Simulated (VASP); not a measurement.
Write the native input for VASP 6.6.1 that does the following.

* Task: single point
* Functional: LDA
* Potentials or basis: VASP PAW LDA potentials, release 64 (Si)
* Cutoff: 520 eV
* k mesh: 15 × 15 × 14
* Occupations: gaussian, width 0.05 eV
* Spin: no spin polarisation
* Dipole correction: no
* Further INCAR settings: ALGO = Normal; EDIFF = 1e-06; NBANDS = 8

The structure of Si lies in POSCAR:

```
Si
1.0
    2.5270000000      0.0000000000      0.0000000000
   -1.2635000000      2.1884460000      0.0000000000
    0.0000000000      0.0000000000      2.3730000000
Si
1
Direct
    0.0000000000      0.0000000000      0.0000000000
```

One way to write it, as run:

INCAR

```
SYSTEM = Si
PREC = Accurate ; ENCUT = 520
EDIFF = 1E-6 ; ISMEAR = 0
SIGMA = 0.05 ; LREAL = .False.
LASPH = .True. ; NELM = 100
ALGO = Normal ; ISIF = 2
LWAVE = .False. ; LCHARG = .False.
GGA = CA ; NBANDS = 8
```

KPOINTS

```
Automatic mesh
0
Gamma
  15 15 14
  0 0 0
```

Potentials or basis: VASP PAW LDA potentials, release 64 (Si).

Command:

```console
$ cat potpaw_LDA.64/Si/POTCAR > POTCAR
$ mpirun -np 1 vasp_std > vasp.out
```

It gave:

| Quantity | Value |
| --- | --- |
| Pressure | 15.6 GPa |
| Band gap on the k mesh | zero (band 2 reaches 18.80 eV, above the bottom of band 3 at 6.05 eV) |

Wall time 22 s on 1 thread of Intel Xeon 8259CL, with other jobs on the host, peak memory 0.12 GiB.
